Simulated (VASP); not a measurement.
# Si (Fd-3m) in VASP: further runs

Si is run at these levels: r2SCAN; tasks: single point.

Everything below comes from runs of VASP 6.6.1. Logs are shortened: lines on timing, memory, paths and dates and some standing lists are left out, and cuts for length are marked.

## Step 1: The cell of the first run

It takes space group Fd-3m (No. 227, cubic). The conventional cell has a = 5.431 Å, b = 5.431 Å, c = 5.431 Å, α = 90.00°, β = 90.00°, γ = 90.00°. Si (site symmetry -43m) has 4 Si at 2.35 Å within 3.1 Å.

## Step 2: Single point, r2SCAN

The input, POSCAR:

```
Si
1.0
    0.0000000000      2.7154700000      2.7154700000
    2.7154700000      0.0000000000      2.7154700000
    2.7154700000      2.7154700000      0.0000000000
Si
2
Direct
    0.5000000000      0.5000000000      0.5000000000
    0.7500000000      0.7500000000      0.7500000000
```

The input, INCAR.step1:

```
PREC = Accurate
ENCUT = 520
ISMEAR = 0
SIGMA = 0.05
LREAL = False
LASPH = True
NELM = 60
NBANDS = 11
GGA = PE
ALGO = Normal
EDIFF = 1E-4
LWAVE = True
LCHARG = False
```

The input, INCAR.step2:

```
PREC = Accurate
ENCUT = 520
EDIFF = 1E-6
ISMEAR = 0
SIGMA = 0.05
LREAL = False
LASPH = True
NELM = 60
ALGO = Normal
ISIF = 2
LWAVE = False
LCHARG = True
METAGGA = R2SCAN
LMIXTAU = True
LELF = True
LVHAR = True
NBANDS = 11
ISTART = 1
```

The input, KPOINTS:

```
Automatic mesh
0
Gamma
  10 10 10
```

Potentials or basis: VASP PAW PBE potentials, release 64 (Si).

Command:

```sh
cat potpaw_PBE.64/Si/POTCAR > POTCAR
cp INCAR.step1 INCAR
mpirun -np 1 vasp_std > vasp.out
cp INCAR.step2 INCAR
mpirun -np 1 vasp_std > vasp.out
```

OUTCAR:

```text
PREC = Accurate
   ENCUT = 520
   EDIFF = 1E-6
   ISMEAR = 0
   LREAL = False
   LASPH = True
   NELM = 60
   ISIF = 2
   METAGGA = R2SCAN
   ISTART = 1

 ion  position               nearest neighbor table
   1  0.500  0.500  0.500-   2 2.35   2 2.35   2 2.35   2 2.35
   2  0.750  0.750  0.750-   1 2.35   1 2.35   1 2.35   1 2.35

  LATTYP: Found a face centered cubic cell.
 ALAT       =     5.4309400000

  Lattice vectors:

 A1 = (   0.0000000000,   2.7154700000,   2.7154700000)
 A2 = (   2.7154700000,   0.0000000000,   2.7154700000)
 A3 = (   2.7154700000,   2.7154700000,   0.0000000000)

Analysis of symmetry for initial positions (statically):
=====================================================================
 Subroutine PRICEL returns:
 Original cell was already a primitive cell.

 Routine SETGRP: Setting up the symmetry group for a
 face centered cubic supercell.

 Subroutine GETGRP returns: Found 48 space group operations
 (whereof 24 operations were pure point group operations)
 out of a pool of 48 trial point group operations.

The static configuration has the point symmetry T_d .
 The point group associated with its full space group is O_h .

Analysis of symmetry for dynamics (positions and initial velocities):
=====================================================================
 Subroutine PRICEL returns:
 Original cell was already a primitive cell.

 Routine SETGRP: Setting up the symmetry group for a
 face centered cubic supercell.

 Subroutine GETGRP returns: Found 48 space group operations
 (whereof 24 operations were pure point group operations)
 out of a pool of 48 trial point group operations.

The dynamic configuration has the point symmetry T_d .
 The point group associated with its full space group is O_h .

 Subroutine INISYM returns: Found 48 space group operations
 (whereof 24 operations are pure point group operations),
 and found     1 'primitive' translations

----------------------------------------------------------------------------------------

                                     Primitive cell

  volume of cell :      40.0465

  direct lattice vectors                    reciprocal lattice vectors
     0.000000000  2.715470000  2.715470000    -0.184130187  0.184130187  0.184130187
     2.715470000  0.000000000  2.715470000     0.184130187 -0.184130187  0.184130187
     2.715470000  2.715470000  0.000000000     0.184130187  0.184130187 -0.184130187

[... 85 lines left out ...]
   EDIFFG = 0.1E-04   stopping-criterion for IOM
   NSW    =      0    number of steps for IOM
   IBRION =     -1    ionic relax: 0-MD 1-quasi-New 2-CG
   NFREE  =      0    steps in history (QN), initial steepest desc. (CG)
   ISIF   =      2    stress and relaxation
   ISYM   =      2    0-nonsym 1-usesym 2-fastsym
   POTIM  = 0.5000    time-step for ionic-motion
   TEBEG  =    0.0;   TEEND  =   0.0 temperature during run
   PSTRESS=    0.0 pullay stress
   NELECT =       8.0000    total number of electrons
   NUPDOWN=      -1.0000    fix difference up-down
   EMIN   =  10.00;   EMAX   =-10.00  energy-range for DOS
   EFERMI =   0.00;   METHOD = LEGACY
   ISMEAR =     0;   SIGMA  =   0.05  broadening in eV -4-tet -1-fermi 0-gaus
   EFERMI_NEDOS =   21; number of points for ismear=-14 and -15
   IALGO  =     38    algorithm
   IMIX   =      4    mixing-type and parameters
     AMIX     =   0.40;   BMIX     =  1.00
     AMIX_MAG =   1.60;   BMIX_MAG =  1.00
  volume/ion in A,a.u.               =      20.02       135.12
  Fermi-wavevector in a.u.,A,eV,Ry     =   0.957010  1.808487 12.461143  0.915868
  Thomas-Fermi vector in A             =   2.085990
   LORBIT       =      0    0 simple, 1 ext, 2 COOP (PROOUT), +10 PAW based schemes
   METAGGA = R2SCAN    functional components
   LHFCALC =     F    Hartree Fock is set to
   AEXX    =    0.0000 exact exchange contribution
   IVDW    =     0    specifies the selected vdW correction
   LEPSILON=     F    determine dielectric tensor
   LRPA    =     F    only Hartree local field effects (RPA)
 non-spin polarized calculation
 Gauss-broadening in eV      SIGMA  =   0.05
  energy-cutoff  :      520.00
  volume of cell :       40.05
 maximum number of plane-waves:      1091
 NGX is ok and might be reduce to    30
   NGX = 15   NGY = 15   NGZ = 15

 number of electron       8.0000000 magnetization

 Free energy of the ion-electron system (eV)
  ---------------------------------------------------
  ext. energy  EPLUGINS =         0.00000000
  ---------------------------------------------------
  free energy    TOTEN  =       -17.54961656 eV

  energy without entropy =      -17.54961656  energy(sigma->0) =      -17.54961656

 E-fermi :   5.9628     XC(G=0):  -9.8544

 val. band max:        5.7366281810   @ k =   0.0000   0.0000   0.0000
 cond. band min:       6.5175498419   @ k =   0.4000   0.4000   0.0000
 fundamental gap:      0.7809216609
 Fermi energy:         5.9628439698

 k-point     1 :       0.0000    0.0000    0.0000
  band No.  band energies     occupation
      1      -6.7886      2.00000
      2       5.7366      2.00000
      3       5.7366      2.00000
      4       5.7366      2.00000
      5       8.4951      0.00000
      6       8.4951      0.00000
      7       8.4951      0.00000
      8       9.7244      0.00000
      9      13.8631      0.00000
     10      13.8631      0.00000
     11      14.4400      0.00000
[... 309 lines left out ...]
 k-point    24 :       0.4000    0.3000    0.0000
  band No.  band energies     occupation
      1      -4.5117      2.00000
      2       0.1087      2.00000
      3       2.7430      2.00000
      4       3.1666      2.00000
      5       6.9965      0.00000
      6       8.2532      0.00000
      7      13.2094      0.00000
      8      13.2900      0.00000
      9      16.8034      0.00000
     10      17.3612      0.00000
     11      18.7169      0.00000

 [... further k-points ...]
[... 5 lines left out ...]
  --------------------------------------------------------------------------------------
  -------------------------------------------------------------------------------------
  Total        0.1204742      0.1204742      0.1204742      0.0000000      0.0000000      0.0000000
  in kB        4.8199167      4.8199167      4.8199167      0.0000000      0.0000000      0.0000000
  external PRESSURE =       4.8199167 kB  Pullay stress =       0.0000000 kB

 VOLUME and BASIS-vectors are now :
 -----------------------------------------------------------------------------
  energy-cutoff  :      520.00
  volume of cell :       40.05
      direct lattice vectors                 reciprocal lattice vectors
     0.000000000  2.715470000  2.715470000    -0.184130187  0.184130187  0.184130187
     2.715470000  0.000000000  2.715470000     0.184130187 -0.184130187  0.184130187
     2.715470000  2.715470000  0.000000000     0.184130187  0.184130187 -0.184130187

 POSITION                                       TOTAL-FORCE (eV/Angst)
 -----------------------------------------------------------------------------------
      2.71547      2.71547      2.71547        -0.000000     -0.000000     -0.000000
      4.07320      4.07320      4.07320         0.000000      0.000000      0.000000
 -----------------------------------------------------------------------------------
    total drift:                                0.000000     -0.000000     -0.000000

  FREE ENERGIE OF THE ION-ELECTRON SYSTEM (eV)
  ---------------------------------------------------
  free  energy   TOTEN  =       -17.5496165648 eV

  energy  without entropy=      -17.5496165648  energy(sigma->0) =      -17.54961656
```

OUTCAR.step1:

```text
PREC = Accurate
   ENCUT = 520
   ISMEAR = 0
   LREAL = False
   LASPH = True
[... 560 lines left out ...]
      2.71547      2.71547      2.71547        -0.000000     -0.000000     -0.000000
      4.07320      4.07320      4.07320         0.000000      0.000000      0.000000
 -----------------------------------------------------------------------------------
    total drift:                                0.000000     -0.000000     -0.000000

  FREE ENERGIE OF THE ION-ELECTRON SYSTEM (eV)
  ---------------------------------------------------
  free  energy   TOTEN  =       -10.8442070531 eV

  energy  without entropy=      -10.8442070531  energy(sigma->0) =      -10.84420705
```

It took 51 s on 1 thread of AMD EPYC 9R14 (Zen 4), shared host; peak memory 0.14 GiB.

What came out:

| Quantity | Value |
| --- | --- |
| Free energy | -17.5496 eV |
| Pressure | 0.5 GPa |
| Band gap on the k mesh | 0.78 eV, indirect (least direct gap 2.76 eV) |

Caveat: the PAW data sets were made with another functional, which shifts forces and pressure a little. r2SCAN opens gaps a little over a GGA but as a rule still falls short of measured ones.

(Continued in part 2 of 2.)
